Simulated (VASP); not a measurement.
# BaTiO3 (Pm-3m) in VASP: further runs

BaTiO3 is run at these levels: PBE+U; tasks: single point.

All numbers are computed with VASP 6.6.1; they aren't measurements. Logs are shortened: lines on timing, memory, paths and dates and some standing lists are left out, and cuts for length are marked.

## (1) The cell of the first run

Symmetry: Pm-3m, No. 221, cubic system. The conventional cell has a = 4.006 Å, b = 4.006 Å, c = 4.006 Å, α = 90.00°, β = 90.00°, γ = 90.00°. Within 3.7 Å of Ba (site symmetry m-3m) lie 12 O at 2.83 Å and 8 Ti at 3.47 Å. Ti (site symmetry m-3m) has 6 O at 2.00 Å within 2.7 Å. Within 2.7 Å of O (site symmetry 4/mmm) lie 2 Ti at 2.00 Å.

## (2) Single point, PBE+U

INCAR reads:

```
SYSTEM = BaTiO3
PREC = Accurate ; ENCUT = 520
EDIFF = 1E-6 ; ISMEAR = 0
SIGMA = 0.01 ; LREAL = .False.
LASPH = .True. ; NELM = 150
ALGO = Normal ; ISIF = 2
LWAVE = .False. ; LCHARG = .False.
LMAXMIX = 4 ; LDAU = .True.
LDAUTYPE = 2 ; LDAUL = -1 2 -1
LDAUU = 0 1.5 0 ; LDAUJ = 0 0 0
LDAUPRINT = 1 ; GGA = PE
NBANDS = 28
```

KPOINTS reads:

```
regular mesh
0
Gamma
  6 6 6
  0 0 0
```

POSCAR reads:

```
BaTiO3
1.0
    4.0060000000      0.0000000000      0.0000000000
    0.0000000000      4.0060000000      0.0000000000
    0.0000000000      0.0000000000      4.0060000000
Ba Ti O
1 1 3
Direct
    0.5000000000      0.5000000000      0.5000000000
    0.0000000000      0.0000000000      0.0000000000
    0.5000000000      0.0000000000      0.0000000000
    0.0000000000      0.5000000000      0.0000000000
    0.0000000000      0.0000000000      0.5000000000
```

Potentials or basis: VASP PAW PBE potentials, release 64 (Ba_sv, Ti_sv, O).

Run with:

```console
cat potpaw_PBE.64/Ba_sv/POTCAR potpaw_PBE.64/Ti_sv/POTCAR potpaw_PBE.64/O/POTCAR > POTCAR
mpirun -np 1 vasp_std > vasp.out
```

OUTCAR:

```text
SYSTEM = BaTiO3
   PREC = Accurate
   ENCUT = 520
   EDIFF = 1E-6
   ISMEAR = 0
   LREAL = .False.
   LASPH = .True.
   NELM = 150
   ISIF = 2
   GGA = PE

 ion  position               nearest neighbor table
   1  0.500  0.500  0.500-   3 2.83   4 2.83   5 2.83   3 2.83   4 2.83   3 2.83   5 2.83   3 2.83
                             4 2.83   5 2.83   4 2.83   5 2.83   2 3.47   2 3.47   2 3.47   2 3.47
   2  0.000  0.000  0.000-   3 2.00   4 2.00   5 2.00   5 2.00   4 2.00   3 2.00   1 3.47   1 3.47
                             1 3.47   1 3.47   1 3.47   1 3.47   1 3.47   1 3.47
   3  0.500  0.000  0.000-   2 2.00   2 2.00   1 2.83   1 2.83   1 2.83   1 2.83
   4  0.000  0.500  0.000-   2 2.00   2 2.00   1 2.83   1 2.83   1 2.83   1 2.83
   5  0.000  0.000  0.500-   2 2.00   2 2.00   1 2.83   1 2.83   1 2.83   1 2.83

  LATTYP: Found a simple cubic cell.
 ALAT       =     4.0060000000

  Lattice vectors:

 A1 = (   4.0060000000,   0.0000000000,   0.0000000000)
 A2 = (   0.0000000000,   4.0060000000,   0.0000000000)
 A3 = (   0.0000000000,   0.0000000000,   4.0060000000)

Analysis of symmetry for initial positions (statically):
=====================================================================
 Subroutine PRICEL returns:
 Original cell was already a primitive cell.

 Routine SETGRP: Setting up the symmetry group for a
 simple cubic supercell.

 Subroutine GETGRP returns: Found 48 space group operations
 (whereof 48 operations were pure point group operations)
 out of a pool of 48 trial point group operations.

The static configuration has the point symmetry O_h .

Analysis of symmetry for dynamics (positions and initial velocities):
=====================================================================
 Subroutine PRICEL returns:
 Original cell was already a primitive cell.

 Routine SETGRP: Setting up the symmetry group for a
 simple cubic supercell.

 Subroutine GETGRP returns: Found 48 space group operations
 (whereof 48 operations were pure point group operations)
 out of a pool of 48 trial point group operations.

The dynamic configuration has the point symmetry O_h .

 Subroutine INISYM returns: Found 48 space group operations
 (whereof 48 operations are pure point group operations),
 and found     1 'primitive' translations

----------------------------------------------------------------------------------------

                                     Primitive cell

  volume of cell :      64.2884

  direct lattice vectors                    reciprocal lattice vectors
     4.006000000  0.000000000  0.000000000     0.249625562  0.000000000  0.000000000
     0.000000000  4.006000000  0.000000000     0.000000000  0.249625562  0.000000000
     0.000000000  0.000000000  4.006000000     0.000000000  0.000000000  0.249625562

  length of vectors
     4.006000000  4.006000000  4.006000000     0.249625562  0.249625562  0.249625562

  position of ions in fractional coordinates (direct lattice)
     0.500000000  0.500000000  0.500000000
     0.000000000  0.000000000  0.000000000
     0.500000000  0.000000000  0.000000000
     0.000000000  0.500000000  0.000000000
     0.000000000  0.000000000  0.500000000

  ion indices of the primitive-cell ions
   primitive index   ion index
                 1           1
                 2           2
                 3           3
                 4           4
                 5           5

----------------------------------------------------------------------------------------

 KPOINTS: regular mesh

Automatic generation of k-mesh.
 Grid dimensions read from file:
[... 50 lines left out ...]
 SYSTEM =  BaTiO3
   PREC   = accura    normal or accurate (medium, high low for compatibility)
   ISTART =      0    job   : 0-new  1-cont  2-samecut
   ICHARG =      2    charge: 1-file 2-atom 10-const
   ISPIN  =      1    spin polarized calculation?
   LNONCOLLINEAR =      F non collinear calculations
   LSORBIT =      F    spin-orbit coupling
   LASPH  =      T    aspherical Exc in radial PAW
   ENCUT  =  520.0 eV  38.22 Ry    6.18 a.u.   7.45  7.45  7.45*2*pi/ulx,y,z
   NELM   =    150;   NELMIN=  2; NELMDL= -5     # of ELM steps
   EDIFF  = 0.1E-05   stopping-criterion for ELM
   LREAL  =      F    real-space projection
   EDIFFG = 0.1E-04   stopping-criterion for IOM
   NSW    =      0    number of steps for IOM
   IBRION =     -1    ionic relax: 0-MD 1-quasi-New 2-CG
   NFREE  =      0    steps in history (QN), initial steepest desc. (CG)
   ISIF   =      2    stress and relaxation
   ISYM   =      2    0-nonsym 1-usesym 2-fastsym
   POTIM  = 0.5000    time-step for ionic-motion
   TEBEG  =    0.0;   TEEND  =   0.0 temperature during run
   PSTRESS=    0.0 pullay stress
   NELECT =      40.0000    total number of electrons
   NUPDOWN=      -1.0000    fix difference up-down
   EMIN   =  10.00;   EMAX   =-10.00  energy-range for DOS
   EFERMI =   0.00;   METHOD = LEGACY
   ISMEAR =     0;   SIGMA  =   0.01  broadening in eV -4-tet -1-fermi 0-gaus
   EFERMI_NEDOS =   21; number of points for ismear=-14 and -15
   IALGO  =     38    algorithm
   IMIX   =      4    mixing-type and parameters
     AMIX     =   0.40;   BMIX     =  1.00
     AMIX_MAG =   1.60;   BMIX_MAG =  1.00
  volume/ion in A,a.u.               =      12.86        86.77
  Fermi-wavevector in a.u.,A,eV,Ry     =   1.397603  2.641087 26.576187  1.953295
  Thomas-Fermi vector in A             =   2.520843
   LORBIT       =      0    0 simple, 1 ext, 2 COOP (PROOUT), +10 PAW based schemes
 LDA+U is selected, type is set to LDAUTYPE =  2
   angular momentum for each species LDAUL =    -1    2   -1
   U (eV)           for each species LDAUU =   0.0  1.5  0.0
   J (eV)           for each species LDAUJ =   0.0  0.0  0.0
   GGA     = PE    functional components
   LHFCALC =     F    Hartree Fock is set to
   AEXX    =    0.0000 exact exchange contribution
   IVDW    =     0    specifies the selected vdW correction
   LEPSILON=     F    determine dielectric tensor
   LRPA    =     F    only Hartree local field effects (RPA)
 non-spin polarized calculation
 Gauss-broadening in eV      SIGMA  =   0.01
  energy-cutoff  :      520.00
  volume of cell :       64.29
 maximum number of plane-waves:      1755
 NGX is ok and might be reduce to    30
   NGX = 15   NGY = 15   NGZ = 15

atom =   2  type =  2  l = 2

 onsite density matrix

spin component  1

  0.1160  0.0000  0.0000 -0.0000  0.0000
  0.0000  0.1160  0.0000 -0.0000 -0.0000
  0.0000  0.0000  0.2423 -0.0000 -0.0000
 -0.0000 -0.0000 -0.0000  0.1160 -0.0000
  0.0000 -0.0000 -0.0000 -0.0000  0.2423

spin component  2

  0.1160  0.0000  0.0000 -0.0000  0.0000
  0.0000  0.1160  0.0000 -0.0000 -0.0000
  0.0000  0.0000  0.2423 -0.0000 -0.0000
 -0.0000 -0.0000 -0.0000  0.1160 -0.0000
  0.0000 -0.0000 -0.0000 -0.0000  0.2423

 occupancies and eigenvectors

  o =  0.1160  v =  0.0000 -0.0754 -0.0000 -0.9972  0.0000  0.0000  0.0000  0.0000  0.0000  0.0000      0.0000  0.0000  0.0000  0.0000  0.0000  0.0000  0.0000  0.0000  0.0000  0.0000
  o =  0.1160  v =  0.0000  0.9972  0.0000 -0.0754  0.0000  0.0000  0.0000  0.0000  0.0000  0.0000      0.0000  0.0000  0.0000  0.0000  0.0000  0.0000  0.0000  0.0000  0.0000  0.0000
  o =  0.1160  v =  0.0000  0.0000  0.0000  0.0000  0.0000  0.0000 -0.0754 -0.0000 -0.9972  0.0000      0.0000  0.0000  0.0000  0.0000  0.0000  0.0000  0.0000  0.0000  0.0000  0.0000
  o =  0.1160  v =  0.0000  0.0000  0.0000  0.0000  0.0000  0.0000  0.9972  0.0000 -0.0754  0.0000      0.0000  0.0000  0.0000  0.0000  0.0000  0.0000  0.0000  0.0000  0.0000  0.0000
  o =  0.1160  v =  0.0000  0.0000  0.0000  0.0000  0.0000  1.0000  0.0000  0.0000  0.0000  0.0000      0.0000  0.0000  0.0000  0.0000  0.0000  0.0000  0.0000  0.0000  0.0000  0.0000
  o =  0.1160  v =  1.0000  0.0000  0.0000  0.0000  0.0000  0.0000  0.0000  0.0000  0.0000  0.0000      0.0000  0.0000  0.0000  0.0000  0.0000  0.0000  0.0000  0.0000  0.0000  0.0000
  o =  0.2423  v =  0.0000  0.0000  0.0000  0.0000  0.0000  0.0000 -0.0000  0.0212  0.0000  0.9998      0.0000  0.0000  0.0000  0.0000  0.0000  0.0000  0.0000  0.0000  0.0000  0.0000
  o =  0.2423  v =  0.0000 -0.0000  0.0212  0.0000  0.9998  0.0000  0.0000  0.0000  0.0000  0.0000      0.0000  0.0000  0.0000  0.0000  0.0000  0.0000  0.0000  0.0000  0.0000  0.0000
  o =  0.2423  v =  0.0000  0.0000  0.0000  0.0000  0.0000  0.0000 -0.0000  0.9998 -0.0000 -0.0212      0.0000  0.0000  0.0000  0.0000  0.0000  0.0000  0.0000  0.0000  0.0000  0.0000
  o =  0.2423  v =  0.0000 -0.0000  0.9998 -0.0000 -0.0212  0.0000  0.0000  0.0000  0.0000  0.0000      0.0000  0.0000  0.0000  0.0000  0.0000  0.0000  0.0000  0.0000  0.0000  0.0000

 number of electron      39.9999976 magnetization

 Free energy of the ion-electron system (eV)
  ---------------------------------------------------
  ext. energy  EPLUGINS =         0.00000000
  ---------------------------------------------------
  free energy    TOTEN  =       -38.94269353 eV

  energy without entropy =      -38.94269353  energy(sigma->0) =      -38.94269353

 E-fermi :   3.9368     XC(G=0): -11.2492

 val. band max:        3.8661054853   @ k =   0.5000   0.5000   0.5000
 cond. band min:       5.7699536516   @ k =   0.0000   0.0000   0.0000
 fundamental gap:      1.9038481663
 Fermi energy:         3.9368119579

 k-point     1 :       0.0000    0.0000    0.0000
  band No.  band energies     occupation
      1     -53.1939      2.00000
      2     -29.3846      2.00000
      3     -29.3846      2.00000
      4     -29.3846      2.00000
      5     -20.9556      2.00000
      6     -13.0438      2.00000
[... 609 lines left out ...]
     27      11.4916      0.00000
     28      11.4916      0.00000

------------------------ aborting loop because EDIFF is reached ----------------------------------------

  FORCE on cell =-STRESS in cart. coord.  units (eV):
  Direction    XX          YY          ZZ          XY          YZ          ZX
  --------------------------------------------------------------------------------------
  -------------------------------------------------------------------------------------
  Total        1.8385991      1.8385991      1.8385991      0.0000000      0.0000000     -0.0000000
  in kB       45.8210233     45.8210233     45.8210233      0.0000000      0.0000000     -0.0000000
  external PRESSURE =      45.8210233 kB  Pullay stress =       0.0000000 kB

 VOLUME and BASIS-vectors are now :
 -----------------------------------------------------------------------------
  energy-cutoff  :      520.00
  volume of cell :       64.29
      direct lattice vectors                 reciprocal lattice vectors
     4.006000000  0.000000000  0.000000000     0.249625562  0.000000000  0.000000000
     0.000000000  4.006000000  0.000000000     0.000000000  0.249625562  0.000000000
     0.000000000  0.000000000  4.006000000     0.000000000  0.000000000  0.249625562

 POSITION                                       TOTAL-FORCE (eV/Angst)
 -----------------------------------------------------------------------------------
      2.00300      2.00300      2.00300         0.000000      0.000000      0.000000
      0.00000      0.00000      0.00000         0.000000      0.000000      0.000000
      2.00300      0.00000      0.00000         0.000000      0.000000      0.000000
      0.00000      2.00300      0.00000         0.000000      0.000000      0.000000
      0.00000      0.00000      2.00300         0.000000      0.000000      0.000000
 -----------------------------------------------------------------------------------
    total drift:                                0.000000     -0.000000      0.000000

  FREE ENERGIE OF THE ION-ELECTRON SYSTEM (eV)
  ---------------------------------------------------
  free  energy   TOTEN  =       -38.9426935315 eV

  energy  without entropy=      -38.9426935315  energy(sigma->0) =      -38.94269353
```

It took 19 s on 1 thread of Intel Xeon 6975P-C (Granite Rapids), shared host; peak memory 0.18 GiB.

Results:

```yaml
Free_energy: -38.9427 eV
Pressure: 4.6 GPa
Band_gap_on_the_k_mesh: 1.90 eV, indirect (least direct gap 2.07 eV)
```

Eigenvalues of the final occupation matrices:
```csv
site,spin,trace,eigenvalues
site 2 d,1,0.83,0.12 0.12 0.12 0.24 0.24
site 2 d,2,0.83,0.12 0.12 0.12 0.24 0.24
```

Caveat: spin-orbit coupling is left out, which moves the levels of the heavy elements.

## (3) Single point, PBE+U

INCAR reads:

```
SYSTEM = BaTiO3
PREC     = Accurate       ! precision mode
ENCUT    = 520            ! plane-wave cutoff, eV
EDIFF    = 1E-7           ! SCF threshold, eV
ISMEAR   = 0              ! smearing method
SIGMA    = 0.01           ! smearing width, eV
LREAL    = .False.        ! projectors in reciprocal space
LASPH    = .True.         ! aspherical terms in the spheres
NELM     = 150            ! most SCF steps
ALGO     = Normal         ! electronic algorithm
ISIF     = 2              ! what is computed and relaxed
LWAVE    = .False.        ! write WAVECAR
LCHARG   = .False.        ! write CHGCAR
LMAXMIX  = 4              ! l up to which the mixer works
LDAU     = .True.         ! DFT+U
LDAUTYPE = 2            
LDAUL    = -1 2 -1        ! shell
LDAUU    = 0 4.5 0        ! U, eV
LDAUJ    = 0 0 0        
LDAUPRINT= 1            
GGA      = PE             ! functional
NBANDS   = 28             ! bands
```

KPOINTS reads:

```
Automatic mesh
0
Gamma
  6 6 6
  0 0 0
```

POSCAR is that of step 2.

Potentials or basis: VASP PAW PBE potentials, release 64 (Ba_sv, Ti_sv, O).

Run with:

```console
cat potpaw_PBE.64/Ba_sv/POTCAR potpaw_PBE.64/Ti_sv/POTCAR potpaw_PBE.64/O/POTCAR > POTCAR
mpirun -np 1 vasp_std > vasp.out
```

It took 20 s on 1 thread of Intel Xeon 6975P-C (Granite Rapids), shared host; peak memory 0.18 GiB.

The run converged. Its results:

- Free energy: -36.9799 eV
- Pressure: 6.9 GPa
- Band gap on the k mesh: 2.27 eV, indirect (least direct gap 2.47 eV)

Levels at points of the mesh, in eV from the valence-band top:
| k point | band 16 | band 17 | band 18 | band 19 | band 20 | band 21 | band 22 | band 23 | band 24 | band 25 |
| --- | --- | --- | --- | --- | --- | --- | --- | --- | --- | --- |
| (0.00, 0.00, 0.00) | -1.10 | -1.10 | -0.20 | -0.20 | -0.20 | 2.27 | 2.27 | 2.27 | 3.93 | 3.93 |
| (0.50, 0.00, 0.00) | -1.94 | -1.73 | -1.73 | -0.79 | -0.79 | 2.46 | 3.93 | 3.97 | 3.97 | 5.85 |
| (0.50, 0.50, 0.00) | -2.60 | -1.90 | -0.89 | -0.89 | -0.09 | 3.98 | 3.98 | 4.41 | 4.72 | 7.61 |
| (0.50, 0.50, 0.50) | -2.30 | -2.30 | 0.00 | 0.00 | 0.00 | 4.65 | 4.65 | 4.65 | 6.63 | 6.63 |

Eigenvalues of the final occupation matrices:
```tsv
site	spin	trace	eigenvalues
site 2 d	1	0.78	0.10 0.10 0.10 0.24 0.24
site 2 d	2	0.78	0.10 0.10 0.10 0.24 0.24
```

Caveat: spin-orbit coupling is left out, which moves the levels of the heavy elements. A k mesh can miss the band edges.

## (4) Single point, PBE+U

INCAR reads:

```
SYSTEM = BaTiO3
ALGO     = Normal         ! electronic algorithm
EDIFF    = 1E-7           ! SCF threshold, eV
ENCUT    = 520            ! plane-wave cutoff, eV
GGA      = PE             ! functional
ISIF     = 2              ! what is computed and relaxed
ISMEAR   = 0              ! smearing method
LASPH    = .TRUE.         ! aspherical terms in the spheres
LCHARG   = .TRUE.         ! write CHGCAR
LDAU     = .TRUE.         ! DFT+U
LDAUJ    = 0 0 0        
LDAUL    = -1 2 -1        ! shell
LDAUPRINT= 1            
LDAUTYPE = 2            
LDAUU    = 0 6 0          ! U, eV
LELF     = .TRUE.         ! ELF
LMAXMIX  = 4              ! l up to which the mixer works
LREAL    = .FALSE.        ! projectors in reciprocal space
LVHAR    = .TRUE.       
LWAVE    = .FALSE.        ! write WAVECAR
NBANDS   = 28             ! bands
NELM     = 150            ! most SCF steps
PREC     = Accurate       ! precision mode
SIGMA    = 0.01           ! smearing width, eV
```

KPOINTS reads:

```
k-points
0
G
  6 6 6
  0 0 0
```

POSCAR is that of step 3.

Run with:

```console
cat potpaw_PBE.64/Ba_sv/POTCAR potpaw_PBE.64/Ti_sv/POTCAR potpaw_PBE.64/O/POTCAR > POTCAR
mpirun -np 1 vasp_std > vasp.out
```

Wall time 21 s (1 thread of Intel Xeon 6975P-C (Granite Rapids), shared host); peak memory 0.19 GiB.

The run converged. Its results:

- Free energy: -36.0452 eV
- Pressure: 8.2 GPa
- Band gap on the k mesh: 2.48 eV, indirect (least direct gap 2.69 eV)

Levels at points of the mesh, in eV from the valence-band top:
```tsv
k point	band 18	band 19	band 20	band 21	band 22	band 23
(0.00, 0.00, 0.00)	-0.21	-0.21	-0.21	2.48	2.48	2.48
(0.50, 0.00, 0.00)	-1.70	-0.82	-0.82	2.68	3.96	4.16
(0.50, 0.50, 0.00)	-0.90	-0.90	-0.09	4.18	4.18	4.62
(0.50, 0.50, 0.50)	0.00	0.00	0.00	4.85	4.85	4.85
```

Eigenvalues of the final occupation matrices:
```
    site  spin  trace               eigenvalues
site 2 d     1   0.75  0.09 0.09 0.09 0.23 0.23
site 2 d     2   0.75  0.09 0.09 0.09 0.23 0.23
```

Caveat: spin-orbit coupling is left out, which moves the levels of the heavy elements. A k mesh can miss the band edges.

## (5) Overview

| U | gap on the mesh (eV) | pressure (GPa) |
| --- | --- | --- |
| Ti d U = 1.5 eV | 1.90 | 4.6 |
| Ti d U = 4.5 eV | 2.27 | 6.9 |
| Ti d U = 6.0 eV | 2.48 | 8.2 |

Alike in all rows: task single point; level PBE+U; potentials or basis VASP PAW PBE potentials, release 64 (Ba_sv, Ti_sv, O); no spin polarisation; cell as given; k mesh 6 × 6 × 6; cutoff (eV) 520; smearing gaussian 0.01 eV.

On the cell as given the gap runs from 1.90 eV (PBE+U) to 2.48 eV (PBE+U).

Caveats: spin-orbit coupling is left out, which moves the levels of the heavy elements.

Total energies depend on the potentials used, so only differences within one code and one set of settings carry meaning.
